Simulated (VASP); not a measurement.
# TaTi26C27 (a cell with a defect) in VASP: single point with PBE

Aim: the single point of TaTi26C27 (a cell with a defect) with PBE.

Program: VASP 6.6.1. These are calculated values, not measurements. Logs are shortened: lines on timing, memory, paths and dates and some standing lists are left out, and cuts for length are marked.

## (1) The cell of the first run

The cell holds a defect, 54 atoms: a = 9.161 Å, b = 9.161 Å, c = 9.161 Å, α = 60.00°, β = 60.00°, γ = 60.00°.

## (2) Single point, PBE

File INCAR:

```
SYSTEM = TaTi26C27
PREC = Accurate ; ENCUT = 520
EDIFF = 1E-6 ; ISMEAR = -1
SIGMA = 0.01 ; LREAL = Auto
LASPH = .TRUE. ; NELM = 60
ALGO = Normal ; ISIF = 2
LWAVE = .FALSE. ; LCHARG = .FALSE.
GGA = PE ; NELECT = 430.0
NBANDS = 248
```

File KPOINTS:

```
Automatic mesh
0
G
  3 3 3
  0 0 0
```

File POSCAR:

```
TaTi26C27
1.0
    0.0000000000      6.4779000000      6.4779000000
    6.4779000000      0.0000000000      6.4779000000
    6.4779000000      6.4779000000      0.0000000000
Ta Ti C
1 26 27
Direct
    0.0000000000      0.0000000000      0.0000000000
    0.0000000000      0.0000000000      0.3347480617
    0.0000000000      0.0000000000      0.6652519383
    0.0000000000      0.3347480617      0.0000000000
    0.0002048301      0.3332650566      0.3332650566
    0.0000000000      0.3347480617      0.6652519383
    0.0000000000      0.6652519383      0.0000000000
    0.0000000000      0.6652519383      0.3347480617
   -0.0002048301      0.6667349434      0.6667349434
    0.3347480617      0.0000000000      0.0000000000
    0.3332650566      0.0002048301      0.3332650566
    0.3347480617      0.0000000000      0.6652519383
    0.3332650566      0.3332650566      0.0002048301
    0.3332650566      0.3332650566      0.3332650566
    0.3336540586      0.3336540586      0.6663459414
    0.3347480617      0.6652519383      0.0000000000
    0.3336540586      0.6663459414      0.3336540586
    0.3336540586      0.6663459414      0.6663459414
    0.6652519383      0.0000000000      0.0000000000
    0.6652519383      0.0000000000      0.3347480617
    0.6667349434     -0.0002048301      0.6667349434
    0.6652519383      0.3347480617      0.0000000000
    0.6663459414      0.3336540586      0.3336540586
    0.6663459414      0.3336540586      0.6663459414
    0.6667349434      0.6667349434     -0.0002048301
    0.6663459414      0.6663459414      0.3336540586
    0.6667349434      0.6667349434      0.6667349434
    0.1667554740      0.1667554740      0.1667554740
    0.1667554740      0.1667554740      0.4997335781
    0.1679896014      0.1679896014      0.8320103986
    0.1667554740      0.4997335781      0.1667554740
    0.1667697839      0.5000000000      0.5000000000
    0.1667697839      0.5000000000      0.8332302161
    0.1679896014      0.8320103986      0.1679896014
    0.1667697839      0.8332302161      0.5000000000
    0.1679896014      0.8320103986      0.8320103986
    0.4997335781      0.1667554740      0.1667554740
    0.5000000000      0.1667697839      0.5000000000
    0.5000000000      0.1667697839      0.8332302161
    0.5000000000      0.5000000000      0.1667697839
    0.5000000000      0.5000000000      0.5000000000
    0.5000000000      0.5000000000      0.8332302161
    0.5000000000      0.8332302161      0.1667697839
    0.5000000000      0.8332302161      0.5000000000
    0.5002664219      0.8332445260      0.8332445260
    0.8320103986      0.1679896014      0.1679896014
    0.8332302161      0.1667697839      0.5000000000
    0.8320103986      0.1679896014      0.8320103986
    0.8332302161      0.5000000000      0.1667697839
    0.8332302161      0.5000000000      0.5000000000
    0.8332445260      0.5002664219      0.8332445260
    0.8320103986      0.8320103986      0.1679896014
    0.8332445260      0.8332445260      0.5002664219
    0.8332445260      0.8332445260      0.8332445260
```

Potentials or basis: VASP PAW PBE potentials, release 64 (Ta_pv, Ti_sv, C).

The run is started by

```sh
cat potpaw_PBE.64/Ta_pv/POTCAR potpaw_PBE.64/Ti_sv/POTCAR potpaw_PBE.64/C/POTCAR > POTCAR
mpirun -np 1 vasp_std > vasp.out
```

OUTCAR:

```text
SYSTEM = TaTi26C27
   PREC = Accurate
   ENCUT = 520
   EDIFF = 1E-6
   ISMEAR = -1
   LREAL = Auto
   LASPH = .TRUE.
   NELM = 60
   ISIF = 2
   GGA = PE
   NELECT = 430.0

 ion  position               nearest neighbor table
   1  0.000  0.000  0.000-  30 2.18  34 2.18  36 2.18  46 2.18  48 2.18  52 2.18  10 3.07  12 3.07
                            16 3.07  19 3.07  20 3.07  22 3.07   2 3.07   3 3.07   4 3.07   6 3.07
   2  0.000  0.000  0.335-  35 2.15  47 2.15  28 2.16  53 2.16  34 2.17  46 2.17   1 3.07
   3  0.000  0.000  0.665-  35 2.15  47 2.15  54 2.16  29 2.16  48 2.17  36 2.17   1 3.07
   4  0.000  0.335  0.000-  33 2.15  49 2.15  28 2.16  51 2.16  30 2.17  46 2.17   1 3.07
   5  0.000  0.333  0.333-  28 2.16  29 2.16  31 2.16  47 2.16  49 2.16  50 2.16
   6  0.000  0.335  0.665-  32 2.15  50 2.15  29 2.16  51 2.16  30 2.17  48 2.17   1 3.07
   7  0.000  0.665  0.000-  33 2.15  49 2.15  54 2.16  31 2.16  52 2.17  36 2.17   1 3.07
   8  0.000  0.665  0.335-  32 2.15  50 2.15  31 2.16  53 2.16  52 2.17  34 2.17   1 3.07
   9  1.000  0.667  0.667-  54 2.16  53 2.16  51 2.16  35 2.16  33 2.16  32 2.16
  10  0.335  0.000  0.000-  39 2.15  43 2.15  28 2.16  45 2.16  34 2.17  30 2.17   1 3.07
  11  0.333  0.000  0.333-  28 2.16  29 2.16  37 2.16  35 2.16  43 2.16  44 2.16
  12  0.335  0.000  0.665-  38 2.15  44 2.15  29 2.16  45 2.16  36 2.17  30 2.17   1 3.07
  13  0.333  0.333  0.000-  28 2.16  31 2.16  37 2.16  33 2.16  39 2.16  42 2.16
  14  0.333  0.333  0.333-  29 2.16  31 2.16  37 2.16  32 2.16  38 2.16  40 2.16
  15  0.334  0.334  0.666-  30 2.15  41 2.16  33 2.16  38 2.16  39 2.16  32 2.16
  16  0.335  0.665  0.000-  40 2.15  42 2.15  31 2.16  45 2.16  36 2.17  34 2.17   1 3.07
  17  0.334  0.666  0.334-  34 2.15  41 2.16  35 2.16  40 2.16  32 2.16  43 2.16
  18  0.334  0.666  0.666-  36 2.15  41 2.16  33 2.16  35 2.16  42 2.16  44 2.16
[... 34 lines left out ...]
  53  0.833  0.833  0.500-  27 2.16  21 2.16   9 2.16   8 2.16  20 2.16   2 2.16
  54  0.833  0.833  0.833-   9 2.16  21 2.16  25 2.16  19 2.16   7 2.16   3 2.16

  LATTYP: Found a face centered cubic cell.
 ALAT       =    12.9558000000

  Lattice vectors:

 A1 = (   0.0000000000,   6.4779000000,   6.4779000000)
 A2 = (   6.4779000000,   0.0000000000,   6.4779000000)
 A3 = (   6.4779000000,   6.4779000000,   0.0000000000)

Analysis of symmetry for initial positions (statically):
=====================================================================
 Subroutine PRICEL returns:
 Original cell was already a primitive cell.

 Routine SETGRP: Setting up the symmetry group for a
 face centered cubic supercell.

 Subroutine GETGRP returns: Found 48 space group operations
 (whereof 48 operations were pure point group operations)
 out of a pool of 48 trial point group operations.

The static configuration has the point symmetry O_h .

Analysis of symmetry for dynamics (positions and initial velocities):
=====================================================================
 Subroutine PRICEL returns:
 Original cell was already a primitive cell.

 Routine SETGRP: Setting up the symmetry group for a
 face centered cubic supercell.

 Subroutine GETGRP returns: Found 48 space group operations
 (whereof 48 operations were pure point group operations)
 out of a pool of 48 trial point group operations.

The dynamic configuration has the point symmetry O_h .

 Subroutine INISYM returns: Found 48 space group operations
 (whereof 48 operations are pure point group operations),
 and found     1 'primitive' translations

----------------------------------------------------------------------------------------

                                     Primitive cell

  volume of cell :     543.6667

  direct lattice vectors                    reciprocal lattice vectors
     0.000000000  6.477900000  6.477900000    -0.077185508  0.077185508  0.077185508
     6.477900000  0.000000000  6.477900000     0.077185508 -0.077185508  0.077185508
     6.477900000  6.477900000  0.000000000     0.077185508  0.077185508 -0.077185508

  length of vectors
     9.161134036  9.161134036  9.161134036     0.133689221  0.133689221  0.133689221

  position of ions in fractional coordinates (direct lattice)
     0.000000000  0.000000000  0.000000000
     0.000000000  0.000000000  0.334748062
     0.000000000  0.000000000  0.665251938
     0.000000000  0.334748062  0.000000000
     0.000204830  0.333265057  0.333265057
     0.000000000  0.334748062  0.665251938
[... 46 lines left out ...]
     0.833244526  0.833244526  0.500266422
     0.833244526  0.833244526  0.833244526

  ion indices of the primitive-cell ions
   primitive index   ion index
                 1           1
                 2           2
                 3           3
                 4           4
                 5           5
                 6           6
[... 46 lines left out ...]
                53          53
                54          54

----------------------------------------------------------------------------------------

 KPOINTS: Automatic mesh

Automatic generation of k-mesh.
 Grid dimensions read from file:
 generate k-points for:    3    3    3

 Generating k-lattice:

  Cartesian coordinates                     Fractional coordinates (reciprocal lattice)
    -0.025728503  0.025728503  0.025728503     0.333333333  0.000000000  0.000000000
     0.025728503 -0.025728503  0.025728503     0.000000000  0.333333333  0.000000000
     0.025728503  0.025728503 -0.025728503     0.000000000  0.000000000  0.333333333

  Length of vectors
     0.044563074  0.044563074  0.044563074

  Shift w.r.t. Gamma in fractional coordinates (k-lattice)
     0.000000000  0.000000000  0.000000000

 Subroutine IBZKPT returns following result:
 ===========================================

 Found      4 irreducible k-points:

 Following reciprocal coordinates:
            Coordinates               Weight
  0.000000  0.000000  0.000000      1.000000
  0.333333  0.000000  0.000000      8.000000
  0.333333  0.333333  0.000000      6.000000
 -0.333333  0.333333  0.000000     12.000000
   k-points           NKPTS =      4   k-points in BZ     NKDIM =      4   number of bands    NBANDS=    248
   number of dos      NEDOS =    301   number of ions     NIONS =     54
   total plane-waves  NPLWV = 343000
   dimension x,y,z NGX =    70 NGY =   70 NGZ =   70
   dimension x,y,z NGXF=   140 NGYF=  140 NGZF=  140
   ions per type =               1  26  27
   NGX,Y,Z   is equivalent  to a cutoff of  12.70, 12.70, 12.70 a.u.
   NGXF,Y,Z  is equivalent  to a cutoff of  25.41, 25.41, 25.41 a.u.
 SYSTEM =  TaTi26C27
   PREC   = accura    normal or accurate (medium, high low for compatibility)
   ISTART =      0    job   : 0-new  1-cont  2-samecut
   ICHARG =      2    charge: 1-file 2-atom 10-const
   ISPIN  =      1    spin polarized calculation?
   LNONCOLLINEAR =      F non collinear calculations
   LSORBIT =      F    spin-orbit coupling
   LASPH  =      T    aspherical Exc in radial PAW
   ENCUT  =  520.0 eV  38.22 Ry    6.18 a.u.  17.03 17.03 17.03*2*pi/ulx,y,z
   NELM   =     60;   NELMIN=  2; NELMDL= -5     # of ELM steps
   EDIFF  = 0.1E-05   stopping-criterion for ELM
   LREAL  =      T    real-space projection
   EDIFFG = 0.1E-04   stopping-criterion for IOM
   NSW    =      0    number of steps for IOM
   IBRION =     -1    ionic relax: 0-MD 1-quasi-New 2-CG
   NFREE  =      0    steps in history (QN), initial steepest desc. (CG)
   ISIF   =      2    stress and relaxation
   ISYM   =      2    0-nonsym 1-usesym 2-fastsym
   POTIM  = 0.5000    time-step for ionic-motion
   TEBEG  =    0.0;   TEEND  =   0.0 temperature during run
   PSTRESS=    0.0 pullay stress
   NELECT =     430.0000    total number of electrons
   NUPDOWN=      -1.0000    fix difference up-down
   EMIN   =  10.00;   EMAX   =-10.00  energy-range for DOS
   EFERMI =   0.00;   METHOD = LEGACY
   ISMEAR =    -1;   SIGMA  =   0.01  broadening in eV -4-tet -1-fermi 0-gaus
   EFERMI_NEDOS =   21; number of points for ismear=-14 and -15
   IALGO  =     38    algorithm
   IMIX   =      4    mixing-type and parameters
     AMIX     =   0.40;   BMIX     =  1.00
     AMIX_MAG =   1.60;   BMIX_MAG =  1.00
  volume/ion in A,a.u.               =      10.07        67.94
  Fermi-wavevector in a.u.,A,eV,Ry     =   1.513980  2.861007 31.186387  2.292135
  Thomas-Fermi vector in A             =   2.623699
   LORBIT       =      0    0 simple, 1 ext, 2 COOP (PROOUT), +10 PAW based schemes
   GGA     = PE    functional components
   LHFCALC =     F    Hartree Fock is set to
   AEXX    =    0.0000 exact exchange contribution
   IVDW    =     0    specifies the selected vdW correction
   LEPSILON=     F    determine dielectric tensor
   LRPA    =     F    only Hartree local field effects (RPA)
 non-spin polarized calculation
  energy-cutoff  :      520.00
  volume of cell :      543.67
 maximum number of plane-waves:     14673
 NGX is ok and might be reduce to    70
   NGX = 35   NGY = 35   NGZ = 35

 number of electron     430.0000016 magnetization

 Free energy of the ion-electron system (eV)
  ---------------------------------------------------
  ext. energy  EPLUGINS =         0.00000000
  ---------------------------------------------------
  free energy    TOTEN  =      -518.61491850 eV

  energy without entropy =     -518.60952356  energy(sigma->0) =     -518.61222103

 E-fermi :   9.3809     XC(G=0): -12.7641

 val. band max:        9.3693799281   @ k =   0.3333   0.3333   0.0000
 cond. band min:       9.5170730122   @ k =   0.3333   0.3333   0.0000
 fundamental gap:      0.1476930840
 Fermi energy:         9.3808621024

 k-point     1 :       0.0000    0.0000    0.0000
  band No.  band energies     occupation
      1     -47.1051      2.00000
      2     -47.0628      2.00000
      3     -47.0628      2.00000
      4     -47.0628      2.00000
      5     -47.0592      2.00000
      6     -47.0592      2.00000
[... 909 lines left out ...]
    226      11.0796      0.00000
    227      11.0820      0.00000
 [bands above 227 left out]

------------------------ aborting loop because EDIFF is reached ----------------------------------------

  FORCE on cell =-STRESS in cart. coord.  units (eV):
  Direction    XX          YY          ZZ          XY          YZ          ZX
  --------------------------------------------------------------------------------------
  -------------------------------------------------------------------------------------
  Total        1.6683224      1.6683224      1.6683224      0.0000000      0.0000000      0.0000000
  in kB        4.9165205      4.9165205      4.9165205      0.0000000      0.0000000      0.0000000
  external PRESSURE =       4.9165205 kB  Pullay stress =       0.0000000 kB

 VOLUME and BASIS-vectors are now :
 -----------------------------------------------------------------------------
  energy-cutoff  :      520.00
  volume of cell :      543.67
      direct lattice vectors                 reciprocal lattice vectors
     0.000000000  6.477900000  6.477900000    -0.077185508  0.077185508  0.077185508
     6.477900000  0.000000000  6.477900000     0.077185508 -0.077185508  0.077185508
     6.477900000  6.477900000  0.000000000     0.077185508  0.077185508 -0.077185508

 POSITION                                       TOTAL-FORCE (eV/Angst)
 -----------------------------------------------------------------------------------
      0.00000      0.00000      0.00000         0.000000     -0.000000     -0.000000
      2.16846      2.16846      0.00000         0.004890      0.004890     -0.000000
      4.30944      4.30944      0.00000        -0.004890     -0.004890     -0.000000
      2.16846      0.00000      2.16846         0.004890     -0.000000      0.004890
      4.31772      2.16018      2.16018         0.007642     -0.007642     -0.007642
      6.47790      4.30944      2.16846         0.000000     -0.004890      0.004890
[... 46 lines left out ...]
      8.63835      8.63835     10.79535         0.000088      0.000088     -0.000088
     10.79535     10.79535     10.79535        -0.000088     -0.000088     -0.000088
 -----------------------------------------------------------------------------------
    total drift:                               -0.000000     -0.000000      0.000000

  FREE ENERGIE OF THE ION-ELECTRON SYSTEM (eV)
  ---------------------------------------------------
  free  energy   TOTEN  =      -518.6149184999 eV

  energy  without entropy=     -518.6095235591  energy(sigma->0) =     -518.61222103
```

Wall time 34 min (1 thread of Intel Xeon Platinum 8259CL at 2.50GHz (Skylake/Cascade Lake), shared host); peak memory 0.9 GiB.

Results:

| Property | Result |
| --- | --- |
| Free energy | -518.6149 eV |
| Largest force | 0.014 eV/Å |

Forces in eV/Å, atoms in the order of the input:
```
Ta   0.000  0.000  0.000
Ti   0.005  0.005  0.000
Ti  -0.005 -0.005  0.000
Ti   0.005  0.000  0.005
Ti   0.008 -0.008 -0.008
Ti   0.000 -0.005  0.005
Ti  -0.005  0.000 -0.005
Ti   0.000  0.005 -0.005
Ti  -0.008  0.008  0.008
Ti   0.000  0.005  0.005
Ti  -0.008  0.008 -0.008
Ti  -0.005  0.000  0.005
Ti  -0.008 -0.008  0.008
Ti   0.008  0.008  0.008
Ti   0.000  0.000 -0.002
Ti  -0.005  0.005  0.000
Ti   0.000 -0.002  0.000
Ti   0.002  0.000  0.000
Ti   0.000 -0.005 -0.005
Ti   0.005  0.000 -0.005
Ti   0.008 -0.008  0.008
Ti   0.005 -0.005  0.000
Ti  -0.002  0.000  0.000
Ti   0.000  0.002  0.000
Ti   0.008  0.008 -0.008
Ti   0.000  0.000  0.002
Ti  -0.008 -0.008 -0.008
C    0.000  0.000  0.000
C    0.000  0.000  0.000
C    0.000  0.000  0.014
C    0.000  0.000  0.000
C    0.000 -0.007 -0.007
C    0.007  0.000 -0.007
C    0.000  0.014  0.000
C    0.007 -0.007  0.000
C   -0.014  0.000  0.000
C    0.000  0.000  0.000
C   -0.007  0.000 -0.007
C    0.000  0.007 -0.007
C   -0.007 -0.007  0.000
C    0.000  0.000  0.000
C    0.007  0.007  0.000
C    0.000 -0.007  0.007
C    0.007  0.000  0.007
C    0.000  0.000  0.000
C    0.014  0.000  0.000
C   -0.007  0.007  0.000
C    0.000 -0.014  0.000
C   -0.007  0.000  0.007
C    0.000  0.007  0.007
C    0.000  0.000  0.000
C    0.000  0.000 -0.014
C    0.000  0.000  0.000
C    0.000  0.000  0.000
```

Caveat: the cell carries a net charge on a neutralising background, which shifts energy and pressure; the cell is charged against a uniform background, so pressure and absolute levels hang on convention; spin-orbit coupling is left out, which moves the levels of the heavy elements.
